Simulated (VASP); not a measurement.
# Al (Im-3m) in VASP: a series of runs, part 2 of 2

VASP 6.6.1.

## Step 4: Single point, B3LYP

This run uses another cell than the first one, of 17.50 Å³/atom.

POSCAR

```
Al
1.0
   -1.6355299437      1.6355299437      1.6355299437
    1.6355299437     -1.6355299437      1.6355299437
    1.6355299437      1.6355299437     -1.6355299437
Al
1
Direct
    0.0000000000      0.0000000000      0.0000000000
```

INCAR.step1

```
SYSTEM = Al
PREC     = Accurate       ! precision mode
ENCUT    = 520            ! plane-wave cutoff, eV
EDIFF    = 1E-5           ! SCF threshold, eV
ISMEAR   = -1             ! smearing method
SIGMA    = 0.05           ! smearing width, eV
LREAL    = .FALSE.        ! projectors in reciprocal space
LASPH    = .TRUE.         ! aspherical terms in the spheres
NELM     = 60             ! most SCF steps
ALGO     = Normal         ! electronic algorithm
ISIF     = 2              ! what is computed and relaxed
LWAVE    = .TRUE.         ! write WAVECAR
LCHARG   = .FALSE.        ! write CHGCAR
NBANDS   = 8              ! bands
GGA      = PE             ! functional
```

INCAR.step2

```
SYSTEM = Al
PREC     = Accurate       ! precision mode
ENCUT    = 520            ! plane-wave cutoff, eV
EDIFF    = 1E-6           ! SCF threshold, eV
ISMEAR   = -1             ! smearing method
SIGMA    = 0.05           ! smearing width, eV
LREAL    = .FALSE.        ! projectors in reciprocal space
LASPH    = .TRUE.         ! aspherical terms in the spheres
NELM     = 60             ! most SCF steps
ALGO     = Normal         ! electronic algorithm
ISIF     = 2              ! what is computed and relaxed
LWAVE    = .FALSE.        ! write WAVECAR
LCHARG   = .FALSE.        ! write CHGCAR
GGA      = B3             ! functional
LHFCALC  = .TRUE.         ! exact exchange
AEXX     = 0.2            ! exact-exchange fraction
AGGAX    = 0.72         
AGGAC    = 0.81         
ALDAC    = 0.19         
PRECFOCK = Normal       
NBANDS   = 8              ! bands
ISTART   = 1
```

KPOINTS

```
regular mesh
0
G
  6 6 6
  0 0 0
```

Run with:

```
$ cat potpaw_PBE.64/Al/POTCAR > POTCAR
$ cp INCAR.step1 INCAR
$ mpirun -np 1 vasp_std > vasp.out
$ cp INCAR.step2 INCAR
$ mpirun -np 1 vasp_std > vasp.out
```

Run time: 58 s. Hardware: 1 thread of AMD EPYC 7R13, shared host; peak memory 0.11 GiB.

The run converged. Its results:

```
Free energy            : -3.3106 eV
Pressure               : 0.1 GPa
Band gap on the k mesh : zero (an odd number of electrons rules out a gap without spin polarisation)
```

Levels at points of the mesh, in eV from the Fermi level:
```tsv
k point	band 1	band 2	band 3	band 4	band 5
(0.00, 0.00, 0.00)	-12.65	13.69	13.69	13.69	14.45
(0.50, 0.00, 0.00)	-5.21	-4.98	8.18	8.79	10.19
(0.50, 0.50, 0.50)	2.97	2.97	2.97	4.46	4.46
```

Caveat: the k points lie up to 0.45 Å⁻¹ apart, too coarse for converged energies and pressures of a metal; the PAW data sets were made with another functional, which shifts forces and pressure a little.

## Step 5: Single point, HSE06

This run uses another cell than the first one, of 16.81 Å³/atom.

POSCAR

```
Al
1.0
   -1.6136922928      1.6136922928      1.6136922928
    1.6136922928     -1.6136922928      1.6136922928
    1.6136922928      1.6136922928     -1.6136922928
Al
1
Direct
    0.0000000000      0.0000000000      0.0000000000
```

INCAR.step1

```
SYSTEM = Al
  PREC = Accurate
  ENCUT = 520
  EDIFF = 1E-5
  ISMEAR = -1
  SIGMA = 0.05
  LREAL = .FALSE.
  LASPH = .TRUE.
  NELM = 80
  ALGO = Normal
  ISIF = 2
  LWAVE = .TRUE.
  LCHARG = .FALSE.
  NBANDS = 8
  GGA = PE
```

INCAR.step2

```
SYSTEM = Al
  PREC = Accurate
  ENCUT = 520
  EDIFF = 1E-7
  ISMEAR = -1
  SIGMA = 0.05
  LREAL = .FALSE.
  LASPH = .TRUE.
  NELM = 80
  ALGO = Normal
  ISIF = 2
  LWAVE = .FALSE.
  LCHARG = .FALSE.
  GGA = PE
  LHFCALC = .TRUE.
  HFSCREEN = 0.2079
  PRECFOCK = Normal
  NBANDS = 8
  ISTART = 1
```

KPOINTS

```
Automatic mesh
0
G
  6 6 6
  0 0 0
```

Potentials or basis: VASP PAW PBE potentials, release 64 (Al).

Run with:

```
$ cat potpaw_PBE.64/Al/POTCAR > POTCAR
$ cp INCAR.step1 INCAR
$ mpirun -np 1 vasp_std > vasp.out
$ cp INCAR.step2 INCAR
$ mpirun -np 1 vasp_std > vasp.out
```

OUTCAR:

```text
SYSTEM = Al
   PREC = Accurate
   ENCUT = 520
   EDIFF = 1E-7
   ISMEAR = -1
   LREAL = .FALSE.
   LASPH = .TRUE.
   NELM = 80
   ISIF = 2
   GGA = PE
   LHFCALC = .TRUE.
   HFSCREEN = 0.2079
   PRECFOCK = Normal
   ISTART = 1

 ion  position               nearest neighbor table
   1  0.000  0.000  0.000-

  LATTYP: Found a body centered cubic cell.
 ALAT       =     3.2273845856

  Lattice vectors:

 A1 = (  -1.6136922928,   1.6136922928,   1.6136922928)
 A2 = (   1.6136922928,  -1.6136922928,   1.6136922928)
 A3 = (   1.6136922928,   1.6136922928,  -1.6136922928)

Analysis of symmetry for initial positions (statically):
=====================================================================
 Subroutine PRICEL returns:
 Original cell was already a primitive cell.

 Routine SETGRP: Setting up the symmetry group for a
 body centered cubic supercell.

 Subroutine GETGRP returns: Found 48 space group operations
 (whereof 48 operations were pure point group operations)
 out of a pool of 48 trial point group operations.

[... 158 lines left out ...]

 E-fermi :   7.9083     XC(G=0):  -8.3641

 val. band max:        6.8655648808   @ k =   0.5000   0.5000   0.3333
 cond. band min:       8.0055585417   @ k =  -0.3333   0.5000   0.1667
 fundamental gap:      1.1399936610
 Fermi energy:         7.9082629323

 k-point     1 :       0.0000    0.0000    0.0000
  band No.  band energies     occupation
      1      -4.7546      2.00000
      2      22.0928      0.00000
      3      22.0928      0.00000
      4      22.0928      0.00000
      5      23.3938      0.00000
      6      23.3938      0.00000
      7      23.3938      0.00000
      8      25.0905      0.00000
[... 155 lines left out ...]
 k-point    16 :       0.5000    0.5000    0.5000
  band No.  band energies     occupation
      1      11.2855      0.00000
      2      11.2855      0.00000
      3      11.2855      0.00000
      4      12.4295      0.00000
      5      12.4295      0.00000
      6      14.8277      0.00000
      7      34.6108      0.00000
      8      34.6108      0.00000

------------------------ aborting loop because EDIFF is reached ----------------------------------------

  FORCE on cell =-STRESS in cart. coord.  units (eV):
  Direction    XX          YY          ZZ          XY          YZ          ZX
  --------------------------------------------------------------------------------------
  -------------------------------------------------------------------------------------
  Total        0.0083481      0.0083481      0.0083481      0.0000000      0.0000000      0.0000000
  in kB        0.7957460      0.7957460      0.7957460      0.0000000      0.0000000      0.0000000
  external PRESSURE =       0.7957460 kB  Pullay stress =       0.0000000 kB

 VOLUME and BASIS-vectors are now :
 -----------------------------------------------------------------------------
  energy-cutoff  :      520.00
  volume of cell :       16.81
      direct lattice vectors                 reciprocal lattice vectors
    -1.613692293  1.613692293  1.613692293     0.000000000  0.309848415  0.309848415
     1.613692293 -1.613692293  1.613692293     0.309848415  0.000000000  0.309848415
     1.613692293  1.613692293 -1.613692293     0.309848415  0.309848415  0.000000000

 POSITION                                       TOTAL-FORCE (eV/Angst)
 -----------------------------------------------------------------------------------
      0.00000      0.00000      0.00000        -0.000000     -0.000000      0.000000
 -----------------------------------------------------------------------------------
    total drift:                                0.000000     -0.000000      0.000000

  FREE ENERGIE OF THE ION-ELECTRON SYSTEM (eV)
  ---------------------------------------------------
  free  energy   TOTEN  =        -4.0564831036 eV

  energy  without entropy=       -4.0522967327  energy(sigma->0) =       -4.05438992
```

OUTCAR.step1:

```text
SYSTEM = Al
   PREC = Accurate
   ENCUT = 520
   EDIFF = 1E-5
   ISMEAR = -1
   LREAL = .FALSE.
[... 383 lines left out ...]
 -----------------------------------------------------------------------------------
      0.00000      0.00000      0.00000        -0.000000      0.000000     -0.000000
 -----------------------------------------------------------------------------------
    total drift:                                0.000000      0.000000      0.000000

  FREE ENERGIE OF THE ION-ELECTRON SYSTEM (eV)
  ---------------------------------------------------
  free  energy   TOTEN  =        -3.7072640498 eV

  energy  without entropy=       -3.7030775032  energy(sigma->0) =       -3.70517078
```

OSZICAR.step1:

```text
N       E                     dE             d eps       ncg     rms          rms(c)
DAV:   1    -0.247842278539E+01   -0.24784E+01   -0.94090E+02   256   0.212E+02
DAV:   2    -0.372547878574E+01   -0.12471E+01   -0.12470E+01   344   0.180E+01
DAV:   3    -0.373035279100E+01   -0.48740E-02   -0.48740E-02   360   0.129E+00
DAV:   4    -0.373037001702E+01   -0.17226E-04   -0.17225E-04   328   0.716E-02
DAV:   5    -0.373037008469E+01   -0.67668E-07   -0.68146E-07   344   0.270E-03    0.120E+00
DAV:   6    -0.371676285054E+01    0.13607E-01   -0.19156E-03   256   0.199E-01    0.694E-01
DAV:   7    -0.370727015286E+01    0.94927E-02   -0.56941E-03   280   0.321E-01    0.138E-01
DAV:   8    -0.370726404978E+01    0.61031E-05   -0.19879E-05   320   0.304E-02
   1 F= -.37072640E+01 E0= -.37051708E+01  d E =-.418655E-02
```

Wall time 79 s (1 thread of AMD EPYC 7R13, shared host); peak memory 0.2 GiB.

Results:

* Free energy: -4.0565 eV
* Pressure: 0.1 GPa
* Band gap on the k mesh: zero (an odd number of electrons rules out a gap without spin polarisation)

Levels at points of the mesh, in eV from the Fermi level:
```csv
k point,band 1,band 2,band 3,band 4,band 5
"(0.00, 0.00, 0.00)",-12.66,14.18,14.18,14.18,15.49
"(0.50, 0.00, 0.00)",-4.98,-4.48,8.76,8.97,10.59
"(0.50, 0.50, 0.50)",3.38,3.38,3.38,4.52,4.52
```

Caveat: the k points lie up to 0.46 Å⁻¹ apart, too coarse for converged energies and pressures of a metal; the PAW data sets were made with another functional, which shifts forces and pressure a little.

## Step 6: Summary

```tsv
level	cell	share of exact exchange	screening parameter	gap on the mesh (eV)	pressure (GPa)
PBE0	a = 2.791 Å, angles 109.5°, 1 atom	0.25	-	none	0.0
PBEsol-based global hybrid with 25 % exact exchange	a = 2.780 Å, angles 109.5°, 1 atom	0.25	-	none	0.0
B3LYP	a = 2.833 Å, angles 109.5°, 1 atom	0.2	-	none	0.1
HSE06	a = 2.795 Å, angles 109.5°, 1 atom	0.25	0.2079 1/Å	none	0.1
```

Alike in all rows: task single point; potentials or basis VASP PAW PBE potentials, release 64 (Al); no spin polarisation; k mesh 6 × 6 × 6; cutoff (eV) 520; smearing fermi-dirac 0.05 eV.

Caveats: all runs use coarse meshes; the PAW data sets were made with another functional, which shifts forces and pressure a little.

Total energies depend on the potentials used, so only differences within one code and one set of settings carry meaning.

The gap in the log of VASP goes by the Fermi energy; the results here count the filled bands.